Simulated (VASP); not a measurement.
CuI, 2 atoms in the cell. The structure is cubic, space group F-43m (No. 216). The conventional cell has a = 5.581 Å, b = 5.581 Å, c = 5.581 Å, α = 90.00°, β = 90.00°, γ = 90.00°. Cu (site symmetry -43m) has 4 I at 2.42 Å within 3.2 Å. Within 3.2 Å of I (site symmetry -43m) lie 4 Cu at 2.42 Å. 

- Program: VASP 6.6.1
- Task: elastic constants
- Functional: PBEsol
- Potentials or basis: VASP PAW PBE potentials, release 64 (Cu, I)
- Cutoff: 600 eV
- k mesh: 6 × 6 × 6
- Occupations: gaussian, width 0.01 eV
- Spin: no spin polarisation
- Dipole correction: no
- Ions in elastic constants: relaxed
- Further INCAR settings: ALGO = Normal; EDIFF = 1e-08; IBRION = 6; POTIM = 0.015; NSW = 1; ISIF = 3

Potentials or basis: VASP PAW PBE potentials, release 64 (Cu, I).

The run is started by

```sh
$ cat potpaw_PBE.64/Cu/POTCAR potpaw_PBE.64/I/POTCAR > POTCAR
$ mpirun -np 1 vasp_std > vasp.out
```

Hardware: 1 thread of AMD EPYC 9R45 (Zen 5), on a shared host.

Question: Estimate the wall time of this run.

Answer: Run time: 4.3 min on 1 thread of AMD EPYC 9R45 (Zen 5) (shared host), peak memory 0.19 GiB. Counts: scf iterations 200, k points 16.
